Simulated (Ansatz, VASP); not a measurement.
One calculation of La3Tl, two programs

```
La Tl
1.0
     5.00940    0.00000    0.00000
     0.00000    5.00940    0.00000
     0.00000    0.00000    5.06000
La Tl
3 1
Direct
  0.00000 0.50000 0.50000
  0.50000 0.00000 0.50000
  0.50000 0.50000 0.00000
  0.00000 0.00000 0.00000
```

Change from the starting cell: equal xx and yy strain of -1 %, crystal datasets.

Alike in both runs: task electric field gradients; functional LDA; k mesh 8 × 8 × 8; occupations fermi-dirac, width 0.08 eV; no spin polarisation.

|  | VASP | Ansatz |
| --- | --- | --- |
| version | VASP 6.6.1 | Ansatz 0.2.0 |
| potentials or method | VASP PAW LDA potentials, release 64 (La, Tl_d), cutoff 520 eV | all-electron PAW with datasets made for the crystal, scalar-relativistic |

|  | VASP | Ansatz | Ansatz less VASP |
| --- | --- | --- | --- |
| pressure (GPa) | -2.9 | -2.9 | +0.05 |
| traceless stress, the component that is largest in VASP (GPa) | -0.18 | -0.18 | 0.000 |
| size of Vzz on the site where it differs most (V/Å²) | 131.2 | 123.6 | -7.63 |

LDA's correlation is that of Perdew and Zunger in VASP and of Perdew and Wang (1992) in Ansatz. Ansatz ran all-electron here, and VASP with PAW potentials.

Neither program's run includes spin-orbit coupling.
